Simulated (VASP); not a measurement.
# Li2O (Fm-3m) in VASP: further runs

Runs on Li2O. Level: r2SCAN. Tasks: single point.

Everything below comes from runs of VASP 6.6.1. Logs are shortened: lines on timing, memory, paths and dates and some standing lists are left out, and cuts for length are marked.

## (1) The cell of the first run

Symmetry: Fm-3m, No. 225, cubic system. Conventional cell: a = 4.509 Å, b = 4.509 Å, c = 4.509 Å, α = 90.00°, β = 90.00°, γ = 90.00°. Li (site symmetry -43m) has 4 O at 1.95 Å and 6 Li at 2.25 Å within 2.6 Å. Within 2.6 Å of O (site symmetry m-3m) lie 8 Li at 1.95 Å.

## (2) Single point, r2SCAN

POSCAR reads:

```
Li2O
1.0
    2.2543760853      2.2543760853      0.0000000000
   -2.2543760853      2.2543760853      0.0000000000
    0.0000000000      2.2543760853      2.2543760853
Li O
2 1
Direct
    0.2500000000      0.7500000000      0.5000000000
    0.7500000000      0.2500000000      0.5000000000
    0.0000000000      0.0000000000      0.0000000000
```

INCAR.step1 reads:

```
SYSTEM = Li2O
ALGO = Normal
EDIFF = 1E-5
ENCUT = 830
GGA = PE
GGA_COMPAT = .FALSE.
ISMEAR = 0
LASPH = .TRUE.
LCHARG = .FALSE.
LREAL = .FALSE.
LWAVE = .TRUE.
NBANDS = 13
NELM = 120
PREC = Accurate
SIGMA = 0.01
```

INCAR.step2 reads:

```
SYSTEM = Li2O
ALGO = Normal
EDIFF = 1E-6
ENCUT = 830
GGA_COMPAT = .FALSE.
ISIF = 2
ISMEAR = 0
ISTART = 1
LASPH = .TRUE.
LCHARG = .FALSE.
LMIXTAU = .TRUE.
LREAL = .FALSE.
LWAVE = .FALSE.
METAGGA = R2SCAN
NBANDS = 13
NELM = 120
PREC = Accurate
SIGMA = 0.01
```

KPOINTS reads:

```
k-points
0
G
  8 8 8
  0 0 0
```

Potentials or basis: VASP PAW PBE potentials, release 64 (Li_sv, O).

Run with:

```bash
cat potpaw_PBE.64/Li_sv/POTCAR potpaw_PBE.64/O/POTCAR > POTCAR
cp INCAR.step1 INCAR
mpirun -np 1 vasp_std > vasp.out
cp INCAR.step2 INCAR
mpirun -np 1 vasp_std > vasp.out
```

OUTCAR:

```text
SYSTEM = Li2O
   EDIFF = 1E-6
   ENCUT = 830
   ISIF = 2
   ISMEAR = 0
   ISTART = 1
   LASPH = .TRUE.
   LREAL = .FALSE.
   METAGGA = R2SCAN
   NELM = 120
   PREC = Accurate

 ion  position               nearest neighbor table
   1  0.250  0.750  0.500-   3 1.95   3 1.95   3 1.95   3 1.95   2 2.25   2 2.25   2 2.25   2 2.25
                             2 2.25   2 2.25
   2  0.750  0.250  0.500-   3 1.95   3 1.95   3 1.95   3 1.95   1 2.25   1 2.25   1 2.25   1 2.25
                             1 2.25   1 2.25
   3  0.000  0.000  0.000-   2 1.95   1 1.95   1 1.95   2 1.95   1 1.95   2 1.95   2 1.95   1 1.95

  LATTYP: Found a face centered cubic cell.
 ALAT       =     4.5087521706

  Lattice vectors:

 A1 = (   0.0000000000,   2.2543760853,   2.2543760853)
 A2 = (   2.2543760853,   0.0000000000,   2.2543760853)
 A3 = (   2.2543760853,   2.2543760853,   0.0000000000)

Analysis of symmetry for initial positions (statically):
=====================================================================
 Subroutine PRICEL returns:
 Original cell was already a primitive cell.

 Routine SETGRP: Setting up the symmetry group for a
 face centered cubic supercell.

 Subroutine GETGRP returns: Found 48 space group operations
 (whereof 48 operations were pure point group operations)
 out of a pool of 48 trial point group operations.

The static configuration has the point symmetry O_h .

Analysis of symmetry for dynamics (positions and initial velocities):
=====================================================================
 Subroutine PRICEL returns:
 Original cell was already a primitive cell.

 Routine SETGRP: Setting up the symmetry group for a
 face centered cubic supercell.

 Subroutine GETGRP returns: Found 48 space group operations
 (whereof 48 operations were pure point group operations)
 out of a pool of 48 trial point group operations.

The dynamic configuration has the point symmetry O_h .

 Subroutine INISYM returns: Found 48 space group operations
 (whereof 48 operations are pure point group operations),
 and found     1 'primitive' translations

----------------------------------------------------------------------------------------

                                     Primitive cell

  volume of cell :      22.9144

  direct lattice vectors                    reciprocal lattice vectors
     2.254376085  2.254376085  0.000000000     0.221790855  0.221790855 -0.221790855
    -2.254376085  2.254376085  0.000000000    -0.221790855  0.221790855 -0.221790855
     0.000000000  2.254376085  2.254376085     0.000000000  0.000000000  0.443581710

  length of vectors
     3.188169235  3.188169235  3.188169235     0.384153030  0.384153030  0.443581710

  position of ions in fractional coordinates (direct lattice)
     0.250000000  0.750000000  0.500000000
     0.750000000  0.250000000  0.500000000
     0.000000000  0.000000000  0.000000000

  ion indices of the primitive-cell ions
   primitive index   ion index
                 1           1
                 2           2
                 3           3

----------------------------------------------------------------------------------------

 KPOINTS: k-points

Automatic generation of k-mesh.
 Grid dimensions read from file:
 generate k-points for:    8    8    8

 Generating k-lattice:

  Cartesian coordinates                     Fractional coordinates (reciprocal lattice)
     0.027723857  0.027723857 -0.027723857     0.125000000  0.000000000  0.000000000
    -0.027723857  0.027723857 -0.027723857     0.000000000  0.125000000  0.000000000
     0.000000000  0.000000000  0.055447714     0.000000000  0.000000000  0.125000000

  Length of vectors
     0.048019129  0.048019129  0.055447714

  Shift w.r.t. Gamma in fractional coordinates (k-lattice)
     0.000000000  0.000000000  0.000000000

 Subroutine IBZKPT returns following result:
 ===========================================

 Found     29 irreducible k-points:

 Following reciprocal coordinates:
            Coordinates               Weight
  0.000000  0.000000  0.000000      1.000000
[... 47 lines left out ...]
 cond. band min:       7.1559288358   @ k =   0.5000   0.5000   0.0000
 fundamental gap:      5.8173333244
 Fermi energy:         1.5445072407

 k-point     1 :       0.0000    0.0000    0.0000
  band No.  band energies     occupation
      1     -42.8796      2.00000
      2     -42.4788      2.00000
      3     -15.1416      2.00000
      4       1.3386      2.00000
      5       1.3386      2.00000
      6       1.3386      2.00000
      7       8.0617      0.00000
      8      14.8952      0.00000
      9      14.8952      0.00000
     10      14.8953      0.00000
     11      22.3669      0.00000
     12      22.3669      0.00000
     13      22.3669      0.00000

 k-point     2 :       0.1250    0.0000    0.0000
  band No.  band energies     occupation
      1     -42.8615      2.00000
      2     -42.4916      2.00000
      3     -15.1150      2.00000
      4       0.8225      2.00000
      5       1.2607      2.00000
      6       1.2607      2.00000
      7       8.4560      0.00000
      8      14.9624      0.00000
      9      15.1306      0.00000
     10      15.1306      0.00000
     11      20.7739      0.00000
     12      20.7739      0.00000
     13      22.9878      0.00000

 k-point     3 :       0.2500    0.0000    0.0000
  band No.  band energies     occupation
      1     -42.8114      2.00000
      2     -42.5289      2.00000
      3     -15.0469      2.00000
      4      -0.2593      2.00000
      5       1.0835      2.00000
      6       1.0835      2.00000
      7       9.4485      0.00000
      8      14.8219      0.00000
      9      15.3503      0.00000
     10      15.3503      0.00000
     11      19.9731      0.00000
     12      19.9731      0.00000
     13      24.5260      0.00000
[... 305 lines left out ...]
 k-point    23 :       0.3750    0.2500    0.1250
  band No.  band energies     occupation
      1     -42.7209      2.00000
      2     -42.5986      2.00000
      3     -14.9421      2.00000
      4      -0.9695      2.00000
      5       0.2477      2.00000
      6       0.6552      2.00000
      7       9.9806      0.00000
      8      13.7632      0.00000
      9      16.2410      0.00000
     10      16.7046      0.00000
     11      19.1701      0.00000
     12      23.0770      0.00000
     13      26.3763      0.00000

 k-point    24 :       0.5000    0.2500    0.1250
  band No.  band energies     occupation
      1     -42.6580      2.00000
      2     -42.6571      2.00000
      3     -14.9167      2.00000
      4      -1.2341      2.00000
      5       0.2882      2.00000
      6       0.4689      2.00000
      7      10.4017      0.00000
      8      13.3383      0.00000
      9      16.1311      0.00000
     10      16.6722      0.00000
     11      21.2007      0.00000
     12      21.5404      0.00000
     13      27.0919      0.00000

 [... further k-points ...]

------------------------ aborting loop because EDIFF is reached ----------------------------------------

  FORCE on cell =-STRESS in cart. coord.  units (eV):
  Direction    XX          YY          ZZ          XY          YZ          ZX
  --------------------------------------------------------------------------------------
  -------------------------------------------------------------------------------------
  Total        0.6619693      0.6619693      0.6619693      0.0000000     -0.0000000      0.0000000
  in kB       46.2848997     46.2848997     46.2848997      0.0000000     -0.0000000      0.0000000
  external PRESSURE =      46.2848997 kB  Pullay stress =       0.0000000 kB

 VOLUME and BASIS-vectors are now :
 -----------------------------------------------------------------------------
  energy-cutoff  :      830.00
  volume of cell :       22.91
      direct lattice vectors                 reciprocal lattice vectors
     2.254376085  2.254376085  0.000000000     0.221790855  0.221790855 -0.221790855
    -2.254376085  2.254376085  0.000000000    -0.221790855  0.221790855 -0.221790855
     0.000000000  2.254376085  2.254376085     0.000000000  0.000000000  0.443581710

 POSITION                                       TOTAL-FORCE (eV/Angst)
 -----------------------------------------------------------------------------------
     -1.12719      3.38156      1.12719        -0.000000     -0.000000      0.000000
      1.12719      3.38156      1.12719         0.000000      0.000000      0.000000
      0.00000      0.00000      0.00000         0.000000     -0.000000      0.000000
 -----------------------------------------------------------------------------------
    total drift:                               -0.000000      0.000000     -0.000000

  FREE ENERGIE OF THE ION-ELECTRON SYSTEM (eV)
  ---------------------------------------------------
  free  energy   TOTEN  =       -16.8253664822 eV

  energy  without entropy=      -16.8253664822  energy(sigma->0) =      -16.82536648
```

Wall time 2.1 min (1 thread of Intel Xeon 8259CL, shared host); peak memory 0.17 GiB.

Results:

```yaml
Free_energy: -16.8254 eV
Pressure: 4.6 GPa
Band_gap_on_the_k_mesh: 5.82 eV (least direct gap 6.72 eV)
```

Levels at points of the mesh, in eV from the valence-band top:
| k point | band 3 | band 4 | band 5 | band 6 | band 7 | band 8 | band 9 | band 10 |
| --- | --- | --- | --- | --- | --- | --- | --- | --- |
| (0.00, 0.00, 0.00) | -16.48 | 0.00 | 0.00 | 0.00 | 6.72 | 13.56 | 13.56 | 13.56 |
| (0.50, 0.00, 0.00) | -16.28 | -2.89 | -0.48 | -0.48 | 10.59 | 11.69 | 13.49 | 13.49 |
| (0.50, 0.50, 0.00) | -16.25 | -1.60 | -1.51 | -1.51 | 5.82 | 15.49 | 15.49 | 17.11 |

Caveat: the cell stands under pressure; the PAW data sets were made with another functional, which shifts forces and pressure a little.

## (3) Single point, r2SCAN

POSCAR reads:

```
Li2O
1.0
    2.2543760854      2.2543760854      0.0000000000
   -2.2543760854      2.2543760854      0.0000000000
    0.0000000000      2.2543760854      2.2543760854
Li O
2 1
Direct
    0.2500000000      0.7500000000      0.5000000000
    0.7500000000      0.2500000000      0.5000000000
    0.0000000000      0.0000000000      0.0000000000
```

INCAR.step1 reads:

```
ALGO = Normal
EDIFF = 1E-5
ENCUT = 830
GGA = PE
GGA_COMPAT = F
ISMEAR = 0
LASPH = T
LCHARG = F
LREAL = F
LWAVE = T
NBANDS = 13
NELM = 120
PREC = Accurate
SIGMA = 0.01
```

INCAR.step2 reads:

```
ALGO = Normal
EDIFF = 1E-6
ENCUT = 830
GGA_COMPAT = F
ISIF = 2
ISMEAR = 0
ISTART = 1
LASPH = T
LCHARG = T
LELF = T
LMIXTAU = T
LREAL = F
LVHAR = T
LWAVE = F
METAGGA = R2SCAN
NBANDS = 13
NELM = 120
PREC = Accurate
SIGMA = 0.01
```

KPOINTS reads:

```
k-points
0
Gamma
  8 8 8
```

Potentials or basis: VASP PAW PBE potentials, release 64 (Li_sv, O).

Run with:

```bash
cat potpaw_PBE.64/Li_sv/POTCAR potpaw_PBE.64/O/POTCAR > POTCAR
cp INCAR.step1 INCAR
mpirun -np 1 vasp_std > vasp.out
cp INCAR.step2 INCAR
mpirun -np 1 vasp_std > vasp.out
```

It took 2 min on 1 thread of Intel Xeon 8259CL, shared host; peak memory 0.17 GiB.

The run converged. Its results:

```yaml
Free_energy: -16.8254 eV
Pressure: 4.6 GPa
Band_gap_on_the_k_mesh: 5.82 eV (least direct gap 6.72 eV)
```

Levels at points of the mesh, in eV from the valence-band top:
```
           k point  band 3  band 4  band 5  band 6  band 7  band 8  band 9  band 10
(0.00, 0.00, 0.00)  -16.48    0.00    0.00    0.00    6.72   13.56   13.56    13.56
(0.50, 0.00, 0.00)  -16.28   -2.89   -0.48   -0.48   10.59   11.69   13.49    13.49
(0.50, 0.50, 0.00)  -16.25   -1.60   -1.51   -1.51    5.82   15.49   15.49    17.11
```

Caveat: the cell stands under pressure; the PAW data sets were made with another functional, which shifts forces and pressure a little.

## (4) Single point, r2SCAN

This run uses another cell than the first one, of 7.97 Å³/atom.

POSCAR reads:

```
Li2O
1.0
    2.2864407183      2.2864407183      0.0000000000
   -2.2864407183      2.2864407183      0.0000000000
    0.0000000000      2.2864407183      2.2864407183
Li O
2 1
Direct
    0.2500000000      0.7500000000      0.5000000000
    0.7500000000      0.2500000000      0.5000000000
    0.0000000000      0.0000000000      0.0000000000
```

INCAR.step1 reads:

```
  PREC = Accurate
  ENCUT = 830
  ISMEAR = 0
  SIGMA = 0.01
  LREAL = F
  LASPH = T
  NELM = 120
  NBANDS = 13
  GGA = PE
  ALGO = Normal
  EDIFF = 1E-5
  LWAVE = T
  LCHARG = F
  GGA_COMPAT = F
```

INCAR.step2 reads:

```
  PREC = Accurate
  ENCUT = 830
  EDIFF = 1E-6
  ISMEAR = 0
  SIGMA = 0.01
  LREAL = F
  LASPH = T
  NELM = 120
  ALGO = Normal
  ISIF = 2
  LWAVE = F
  LCHARG = F
  METAGGA = R2SCAN
  LMIXTAU = T
  NBANDS = 13
  ISTART = 1
  GGA_COMPAT = F
```

KPOINTS reads:

```
Automatic mesh
0
Gamma
  8 8 8
```

Run with:

```bash
cat potpaw_PBE.64/Li_sv/POTCAR potpaw_PBE.64/O/POTCAR > POTCAR
cp INCAR.step1 INCAR
mpirun -np 1 vasp_std > vasp.out
cp INCAR.step2 INCAR
mpirun -np 1 vasp_std > vasp.out
```

Wall time 2.3 min (1 thread of Intel Xeon 8259CL, shared host); peak memory 0.17 GiB.

Results (log left out):

* Free energy: -16.8422 eV
* Pressure: 0.2 GPa
* Band gap on the k mesh: 5.73 eV (least direct gap 6.35 eV)

Levels at points of the mesh, in eV from the valence-band top:
| k point | band 2 | band 3 | band 4 | band 5 | band 6 | band 7 | band 8 | band 9 | band 10 | band 11 |
| --- | --- | --- | --- | --- | --- | --- | --- | --- | --- | --- |
| (0.00, 0.00, 0.00) | -43.90 | -16.42 | 0.00 | 0.00 | 0.00 | 6.35 | 13.29 | 13.29 | 13.29 | 20.54 |
| (0.50, 0.00, 0.00) | -44.06 | -16.21 | -2.79 | -0.46 | -0.46 | 10.29 | 11.19 | 13.23 | 13.23 | 19.70 |
| (0.50, 0.50, 0.00) | -43.99 | -16.17 | -1.58 | -1.43 | -1.43 | 5.73 | 15.05 | 15.05 | 16.46 | 17.45 |

Caveat: the PAW data sets were made with another functional, which shifts forces and pressure a little. A k mesh can miss the band edges.

## (5) Single point, r2SCAN

This run uses another cell than the first one, of 7.79 Å³/atom.

POSCAR reads:

```
Li2O
1.0
    2.2693304882      2.2693304882      0.0000000000
   -2.2693304882      2.2693304882      0.0000000000
    0.0000000000      2.2693304882      2.2693304882
Li O
2 1
Direct
    0.2500000000      0.7500000000      0.5000000000
    0.7500000000      0.2500000000      0.5000000000
    0.0000000000      0.0000000000      0.0000000000
```

INCAR.step1 reads:

```
SYSTEM = Li2O
PREC = Accurate ; ENCUT = 830
ISMEAR = 0 ; SIGMA = 0.01
LREAL = .FALSE. ; LASPH = .TRUE.
NELM = 120 ; NBANDS = 13
GGA = PE ; ALGO = Normal
EDIFF = 1E-5 ; LWAVE = .TRUE.
LCHARG = .FALSE. ; GGA_COMPAT = .FALSE.
```

INCAR.step2 reads:

```
SYSTEM = Li2O
PREC = Accurate ; ENCUT = 830
EDIFF = 1E-6 ; ISMEAR = 0
SIGMA = 0.01 ; LREAL = .FALSE.
LASPH = .TRUE. ; NELM = 120
ALGO = Normal ; ISIF = 2
LWAVE = .FALSE. ; LCHARG = .FALSE.
METAGGA = R2SCAN ; LMIXTAU = .TRUE.
NBANDS = 13 ; ISTART = 1
GGA_COMPAT = .FALSE.
```

KPOINTS reads:

```
regular mesh
0
G
  8 8 8
  0 0 0
```

Run with:

```bash
cat potpaw_PBE.64/Li_sv/POTCAR potpaw_PBE.64/O/POTCAR > POTCAR
cp INCAR.step1 INCAR
mpirun -np 1 vasp_std > vasp.out
cp INCAR.step2 INCAR
mpirun -np 1 vasp_std > vasp.out
```

Wall time 2 min (1 thread of Intel Xeon 8259CL, shared host); peak memory 0.17 GiB.

It converged, with:

```
Free energy            : -16.8365 eV
Pressure               : 2.5 GPa
Band gap on the k mesh : 5.78 eV (least direct gap 6.55 eV)
```

Levels at points of the mesh, in eV from the valence-band top:
```tsv
k point	band 2	band 3	band 4	band 5	band 6	band 7	band 8	band 9	band 10	band 11
(0.00, 0.00, 0.00)	-43.85	-16.45	0.00	0.00	0.00	6.55	13.43	13.43	13.43	20.80
(0.50, 0.00, 0.00)	-44.02	-16.25	-2.84	-0.47	-0.47	10.45	11.45	13.37	13.37	20.00
(0.50, 0.50, 0.00)	-43.96	-16.21	-1.59	-1.47	-1.47	5.78	15.28	15.28	16.80	17.77
```

Caveat: the PAW data sets were made with another functional, which shifts forces and pressure a little. A k mesh can miss the band edges.

## (6) Single point, r2SCAN

This run uses another cell than the first one, of 8.16 Å³/atom.

POSCAR reads:

```
Li2O
1.0
    2.3048835368      2.3048835368      0.0000000000
   -2.3048835368      2.3048835368      0.0000000000
    0.0000000000      2.3048835368      2.3048835368
Li O
2 1
Direct
    0.2500000000      0.7500000000      0.5000000000
    0.7500000000      0.2500000000      0.5000000000
    0.0000000000      0.0000000000      0.0000000000
```

INCAR.step1 reads:

```
SYSTEM = Li2O
PREC     = Accurate       ! precision mode
ENCUT    = 830            ! plane-wave cutoff, eV
ISMEAR   = 0              ! smearing method
SIGMA    = 0.01           ! smearing width, eV
LREAL    = .False.        ! projectors in reciprocal space
LASPH    = .True.         ! aspherical terms in the spheres
NELM     = 120            ! most SCF steps
NBANDS   = 13             ! bands
GGA      = PE             ! functional
ALGO     = Normal         ! electronic algorithm
EDIFF    = 1E-5           ! SCF threshold, eV
LWAVE    = .True.         ! write WAVECAR
LCHARG   = .False.        ! write CHGCAR
GGA_COMPAT= .False.
```

INCAR.step2 reads:

```
SYSTEM = Li2O
PREC     = Accurate       ! precision mode
ENCUT    = 830            ! plane-wave cutoff, eV
EDIFF    = 1E-6           ! SCF threshold, eV
ISMEAR   = 0              ! smearing method
SIGMA    = 0.01           ! smearing width, eV
LREAL    = .False.        ! projectors in reciprocal space
LASPH    = .True.         ! aspherical terms in the spheres
NELM     = 120            ! most SCF steps
ALGO     = Normal         ! electronic algorithm
ISIF     = 2              ! what is computed and relaxed
LWAVE    = .False.        ! write WAVECAR
LCHARG   = .True.         ! write CHGCAR
METAGGA  = R2SCAN         ! meta-GGA
LMIXTAU  = .True.       
LELF     = .True.         ! ELF
LVHAR    = .True.       
NBANDS   = 13             ! bands
ISTART   = 1            
GGA_COMPAT= .False.
```

KPOINTS reads:

```
regular mesh
0
Gamma
  8 8 8
  0 0 0
```

Potentials or basis: VASP PAW PBE potentials, release 64 (Li_sv, O).

Run with:

```bash
cat potpaw_PBE.64/Li_sv/POTCAR potpaw_PBE.64/O/POTCAR > POTCAR
cp INCAR.step1 INCAR
mpirun -np 1 vasp_std > vasp.out
cp INCAR.step2 INCAR
mpirun -np 1 vasp_std > vasp.out
```

Run time: 93 s. Hardware: 1 thread of Intel Xeon 8259CL, shared host; peak memory 0.18 GiB.

It converged, with:

```
Free energy            : -16.8395 eV
Pressure               : -2.0 GPa
Band gap on the k mesh : 5.68 eV (least direct gap 6.14 eV)
```

Levels at points of the mesh, in eV from the valence-band top:
```
           k point  band 3  band 4  band 5  band 6  band 7  band 8  band 9  band 10
(0.00, 0.00, 0.00)  -16.38    0.00    0.00    0.00    6.14   13.13   13.13    13.13
(0.50, 0.00, 0.00)  -16.18   -2.74   -0.45   -0.45   10.12   10.91   13.09    13.09
(0.50, 0.50, 0.00)  -16.14   -1.57   -1.39   -1.39    5.68   14.80   14.80    16.09
```

Caveat: the PAW data sets were made with another functional, which shifts forces and pressure a little.

## (7) Overview

| cell | gap on the mesh (eV) | pressure (GPa) |
| --- | --- | --- |
| a = 3.188 Å, angles 60.0, 60.0, 90.0°, 3 atoms | 5.82 | 4.6 |
| a = 3.234 Å, angles 60.0, 60.0, 90.0°, 3 atoms | 5.73 | 0.2 |
| a = 3.209 Å, angles 60.0, 60.0, 90.0°, 3 atoms | 5.78 | 2.5 |
| a = 3.260 Å, angles 60.0, 60.0, 90.0°, 3 atoms | 5.68 | -2.0 |

Alike in all rows: task single point; level r2SCAN; potentials or basis VASP PAW PBE potentials, release 64 (Li_sv, O); no spin polarisation; k mesh 8 × 8 × 8; cutoff (eV) 830; smearing gaussian 0.01 eV.

Caveats: the PAW data sets were made with another functional, which shifts forces and pressure a little; the cell stands under pressure (at least some runs).

Absolute energies hang on the potentials; compare differences alone.
